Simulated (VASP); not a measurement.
# NbC (Fm-3m) in VASP: elastic constants with PBEsol

Aim: the elastic constants of NbC with PBEsol.

All numbers are computed with VASP 6.6.1; they aren't measurements. Logs are shortened: lines on timing, memory, paths and dates and some standing lists are left out, and cuts for length are marked.

### 1 The cell of the first run

The structure is cubic, space group Fm-3m (No. 225). The conventional cell has a = 4.419 Å, b = 4.419 Å, c = 4.419 Å, α = 90.00°, β = 90.00°, γ = 90.00°. Nb (site symmetry m-3m) has 6 C at 2.21 Å within 2.9 Å. Within 2.9 Å of C (site symmetry m-3m) lie 6 Nb at 2.21 Å.

### 2 Elastic constants, PBEsol

File INCAR:

```
SYSTEM = NbC
  ALGO = Normal
  EDIFF = 1E-8
  ENCUT = 600
  GGA = PS
  GGA_COMPAT = .False.
  IBRION = 6
  ISIF = 3
  ISMEAR = -1
  LASPH = .True.
  LCHARG = .False.
  LREAL = .False.
  LWAVE = .False.
  NELM = 120
  NFREE = 2
  NSW = 1
  POTIM = 0.015
  PREC = Accurate
  SIGMA = 0.05
```

File KPOINTS:

```
k-points
0
Gamma
  18 18 18
  0 0 0
```

File POSCAR:

```
NbC
1.0
    0.0000000000      2.2095778205      2.2095778205
    2.2095778205      0.0000000000      2.2095778205
    2.2095778205      2.2095778205      0.0000000000
Nb C
1 1
Direct
    0.0000000000      0.0000000000      0.0000000000
    0.5000000000      0.5000000000      0.5000000000
```

Potentials or basis: VASP PAW PBE potentials, release 64 (Nb_sv, C).

Run with:

```
$ cat potpaw_PBE.64/Nb_sv/POTCAR potpaw_PBE.64/C/POTCAR > POTCAR
$ mpirun -np 1 vasp_std > vasp.out
```

OUTCAR:

```text
SYSTEM = NbC
   EDIFF = 1E-8
   ENCUT = 600
   GGA = PS
   IBRION = 6
   ISIF = 3
   ISMEAR = -1
   LASPH = .True.
   LREAL = .False.
   NELM = 120
   NFREE = 2
   NSW = 1
   POTIM = 0.015
   PREC = Accurate

 ion  position               nearest neighbor table
   1  0.000  0.000  0.000-   2 2.21   2 2.21   2 2.21   2 2.21   2 2.21   2 2.21
   2  0.500  0.500  0.500-   1 2.21   1 2.21   1 2.21   1 2.21   1 2.21   1 2.21

  LATTYP: Found a face centered cubic cell.
 ALAT       =     4.4191556410

  Lattice vectors:

 A1 = (   0.0000000000,   2.2095778205,   2.2095778205)
 A2 = (   2.2095778205,   0.0000000000,   2.2095778205)
 A3 = (   2.2095778205,   2.2095778205,   0.0000000000)

Analysis of symmetry for initial positions (statically):
=====================================================================
 Subroutine PRICEL returns:
 Original cell was already a primitive cell.

 Routine SETGRP: Setting up the symmetry group for a
 face centered cubic supercell.

 Subroutine GETGRP returns: Found 48 space group operations
 (whereof 48 operations were pure point group operations)
 out of a pool of 48 trial point group operations.

The static configuration has the point symmetry O_h .

Analysis of symmetry for dynamics (positions and initial velocities):
=====================================================================
 Subroutine PRICEL returns:
 Original cell was already a primitive cell.

 Routine SETGRP: Setting up the symmetry group for a
 face centered cubic supercell.

 Subroutine GETGRP returns: Found 48 space group operations
 (whereof 48 operations were pure point group operations)
 out of a pool of 48 trial point group operations.

The dynamic configuration has the point symmetry O_h .

 Subroutine INISYM returns: Found 48 space group operations
 (whereof 48 operations are pure point group operations),
 and found     1 'primitive' translations

----------------------------------------------------------------------------------------

                                     Primitive cell

  volume of cell :      21.5754

  direct lattice vectors                    reciprocal lattice vectors
     0.000000000  2.209577820  2.209577820    -0.226287572  0.226287572  0.226287572
     2.209577820  0.000000000  2.209577820     0.226287572 -0.226287572  0.226287572
     2.209577820  2.209577820  0.000000000     0.226287572  0.226287572 -0.226287572

  length of vectors
     3.124814921  3.124814921  3.124814921     0.391941572  0.391941572  0.391941572

  position of ions in fractional coordinates (direct lattice)
     0.000000000  0.000000000  0.000000000
     0.500000000  0.500000000  0.500000000

  ion indices of the primitive-cell ions
   primitive index   ion index
                 1           1
                 2           2

----------------------------------------------------------------------------------------

 KPOINTS: k-points

Automatic generation of k-mesh.
 Grid dimensions read from file:
 generate k-points for:   18   18   18

 Generating k-lattice:

  Cartesian coordinates                     Fractional coordinates (reciprocal lattice)
    -0.012571532  0.012571532  0.012571532     0.055555556  0.000000000  0.000000000
     0.012571532 -0.012571532  0.012571532     0.000000000  0.055555556  0.000000000
     0.012571532  0.012571532 -0.012571532     0.000000000  0.000000000  0.055555556

  Length of vectors
[... 106 lines left out ...]
------------------------ aborting loop because EDIFF is reached ----------------------------------------

  FORCE on cell =-STRESS in cart. coord.  units (eV):
  Direction    XX          YY          ZZ          XY          YZ          ZX
  --------------------------------------------------------------------------------------
  -------------------------------------------------------------------------------------
  Total        0.8690884      0.8690884      0.8690884      0.0000000     -0.0000000      0.0000000
  in kB       64.5381674     64.5381674     64.5381674      0.0000000     -0.0000000      0.0000000
  external PRESSURE =      64.5381674 kB  Pullay stress =       0.0000000 kB
[... 89 lines left out ...]
  FREE ENERGIE OF THE ION-ELECTRON SYSTEM (eV)
  ---------------------------------------------------
  free  energy   TOTEN  =       -21.8266008421 eV

  energy  without entropy=      -21.8202971501  energy(sigma->0) =      -21.82344900

[... ionic steps 4 to 14 ...]

--------------------------------------- Ionic step       15  -------------------------------------------

 number of electron      17.0000000 magnetization

------------------------ aborting loop because EDIFF is reached ----------------------------------------
[... 67 lines left out ...]
--------------------------------------- Ionic step       17  -------------------------------------------

 number of electron      17.0000000 magnetization

 Free energy of the ion-electron system (eV)
  ---------------------------------------------------
  ext. energy  EPLUGINS =         0.00000000
  ---------------------------------------------------
  free energy    TOTEN  =       -21.85034666 eV

  energy without entropy =      -21.84366293  energy(sigma->0) =      -21.84700480

 E-fermi :  12.9814     XC(G=0): -13.4048

 val. band max:       12.9702817701   @ k =  -0.4444   0.2778   0.0000
 cond. band min:      13.0221423751   @ k =   0.4444   0.1667   0.0000
 fundamental gap:      0.0518606050
 Fermi energy:        12.9813785163

 k-point     1 :       0.0000    0.0000    0.0000
  band No.  band energies     occupation
      1     -42.6051      2.00000
      2     -18.3141      2.00000
      3     -18.3137      2.00000
      4     -18.3137      2.00000
      5      -0.6422      2.00000
      6      11.5671      2.00000
      7      11.5671      2.00000
      8      11.5765      2.00000
      9      12.7002      1.99281
     10      12.7431      1.98312
     11      12.7431      1.98312
     12      13.3475      0.00132
[... 331 lines left out ...]
 k-point    24 :      -0.2222    0.0556    0.0000
  band No.  band energies     occupation
      1     -42.5434      2.00000
      2     -18.7879      2.00000
      3     -18.3923      2.00000
      4     -18.3451      2.00000
      5       0.8112      2.00000
      6       8.2092      2.00000
      7       8.9253      2.00000
      8       9.2648      2.00000
      9      12.8038      1.94424
     10      13.4463      0.00018
     11      14.3338      0.00000
     12      17.5797      0.00000

 [... further k-points ...]
[... 5 lines left out ...]
  --------------------------------------------------------------------------------------
  -------------------------------------------------------------------------------------
  Total        0.8824849      0.8688742      0.8688742      0.0000000      0.0000000      0.0000000
  in kB       65.5329876     64.5222635     64.5222635      0.0000000      0.0000000      0.0000000
  external PRESSURE =      64.8591715 kB  Pullay stress =       0.0000000 kB
[... 17 lines left out ...]
  FREE ENERGIE OF THE ION-ELECTRON SYSTEM (eV)
  ---------------------------------------------------
  free  energy   TOTEN  =       -21.8503466629 eV

  energy  without entropy=      -21.8436629333  energy(sigma->0) =      -21.84700480

 INTERNAL STRAIN TENSORS FROM STRAINED CELLS
 ============================================

 INTERNAL STRAIN TENSOR FOR ION    1 for displacements in x,y,z  (eV/Angst):
          X           Y           Z          XY          YZ          ZX
  --------------------------------------------------------------------------------
  x     0.00000    -0.00000    -0.00000     0.00000    -0.00000    -0.00000
  y     0.00000     0.00000     0.00000     0.00000     0.00000     0.00000
  z     0.00000     0.00000     0.00000     0.00000     0.00000     0.00000

 INTERNAL STRAIN TENSORS FROM DISPLACED ATOMS
 ============================================

 INTERNAL STRAIN TENSOR FOR ION    1 for displacements in x,y,z  (eV/Angst):
          X           Y           Z          XY          YZ          ZX
  --------------------------------------------------------------------------------
  x     0.00000     0.00000     0.00000     0.00000     0.00000     0.00000
  y     0.00000     0.00000     0.00000     0.00000     0.00000     0.00000
  z     0.00000     0.00000     0.00000     0.00000     0.00000     0.00000

 INTERNAL STRAIN TENSOR FOR ION    2 for displacements in x,y,z  (eV/Angst):
          X           Y           Z          XY          YZ          ZX
  --------------------------------------------------------------------------------
  x     0.00000     0.00000     0.00000     0.00000     0.00000     0.00000
  y     0.00000     0.00000     0.00000     0.00000     0.00000     0.00000
  z     0.00000     0.00000     0.00000     0.00000     0.00000     0.00000

 Eigenvectors and eigenvalues of the dynamical matrix
 ----------------------------------------------------

   1 f  =   16.875812 THz   106.033856 2PiTHz  562.916505 cm-1    69.792720 meV
             X         Y         Z           dx          dy          dz
      0.000000  0.000000  0.000000     0.000000   -0.338393   -0.000000
      2.209578  2.209578  2.209578     0.000000    0.941005   -0.000000
[... 21 lines left out ...]
   6 f/i=    0.000884 THz     0.005556 2PiTHz    0.029495 cm-1     0.003657 meV
             X         Y         Z           dx          dy          dz
      0.000000  0.000000  0.000000    -0.379279    0.518121    0.687886
      2.209578  2.209578  2.209578    -0.136392    0.186321    0.247370

--------------------------------------------------------------------------------------------------------

 ELASTIC MODULI CONTR FROM IONIC RELAXATION (kBar)
 Direction    XX          YY          ZZ          XY          YZ          ZX
 --------------------------------------------------------------------------------
 XX           0.0000      0.0000      0.0000      0.0000      0.0000      0.0000
 YY           0.0000      0.0000      0.0000      0.0000      0.0000      0.0000
 ZZ           0.0000      0.0000      0.0000      0.0000      0.0000      0.0000
 XY           0.0000      0.0000      0.0000      0.0000      0.0000      0.0000
 YZ           0.0000      0.0000      0.0000      0.0000      0.0000      0.0000
 ZX           0.0000      0.0000      0.0000      0.0000      0.0000      0.0000
 --------------------------------------------------------------------------------

 TOTAL ELASTIC MODULI (kBar)
 Direction    XX          YY          ZZ          XY          YZ          ZX
 --------------------------------------------------------------------------------
 XX        7554.3582   1333.9836   1333.9836     -0.0000     -0.0000      0.0000
 YY        1333.9836   7554.3582   1333.9836     -0.0000      0.0000     -0.0000
 ZZ        1333.9836   1333.9836   7554.3582     -0.0000     -0.0000      0.0000
 XY          -0.0000     -0.0000     -0.0000   1738.1969     -0.0000      0.0000
 YZ          -0.0000      0.0000     -0.0000     -0.0000   1738.1969      0.0000
 ZX           0.0000     -0.0000      0.0000      0.0000      0.0000   1738.1969
 --------------------------------------------------------------------------------
```

It took 87 min on 1 thread of Oxide Virtual Turin-like, shared host; peak memory 0.89 GiB.

Results:

* Elastic constants C11, C12, C44: 755, 133, 174 GPa
* Voigt bulk modulus: 341 GPa
* Highest phonon frequency at Γ: 563 cm⁻¹

Phonon frequencies in cm⁻¹ (negative: imaginary):
| q point | frequencies |
| --- | --- |
| (0.000, 0.000, 0.000) | 0 0 0 563 563 563 |

Elastic tensor in Voigt notation (GPa, in the Cartesian axes of the cell as first typed):
```
755 133 133   0   0   0
133 755 133   0   0   0
133 133 755   0   0   0
  0   0   0 174   0   0
  0   0   0   0 174   0
  0   0   0   0   0 174
```

Clamped-ion elastic tensor (GPa):
```
755 133 133   0   0   0
133 755 133   0   0   0
133 133 755   0   0   0
  0   0   0 174   0   0
  0   0   0   0 174   0
  0   0   0   0   0 174
```

Caveat: the cell is under stress, which shifts elastic constants; the PAW data sets were made with another functional, which shifts forces and pressure a little.
